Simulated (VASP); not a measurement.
Ru, 2 atoms in the cell. It takes space group P6_3/mmc (No. 194, hexagonal). Conventional cell: a = 2.702 Å, b = 2.702 Å, c = 4.268 Å, α = 90.00°, β = 90.00°, γ = 120.00°. Within 3.5 Å of Ru (site symmetry -6m2) lie 12 Ru at 2.64 to 2.70 Å. 

| Quantity | Value |
| --- | --- |
| Program | VASP 6.6.1 |
| Task | single point |
| Functional | r2SCAN |
| Potentials or basis | VASP PAW PBE potentials, release 64 (Ru_sv) |
| Cutoff | 620 eV |
| k mesh | 11 × 11 × 6 |
| Occupations | fermi-dirac, width 0.05 eV |
| Spin | no spin polarisation |
| Dipole correction | no |
| Further INCAR settings | ALGO = Normal; EDIFF = 1e-06; NBANDS = 23 |

Potentials or basis: VASP PAW PBE potentials, release 64 (Ru_sv).

The run is started by

```sh
$ cat potpaw_PBE.64/Ru_sv/POTCAR > POTCAR
$ cp INCAR.step1 INCAR
$ mpirun -np 1 vasp_std > vasp.out
$ cp INCAR.step2 INCAR
$ mpirun -np 1 vasp_std > vasp.out
```

Hardware: 1 thread of Intel(R) Xeon(R) Platinum 8488C (Sapphire Rapids), with other jobs on the host.

Question: How long does it take, and how much memory?

Answer: It took 83 s on 1 thread of Intel(R) Xeon(R) Platinum 8488C (Sapphire Rapids) (shared host), peak memory 0.18 GiB. Counts: k points 64.
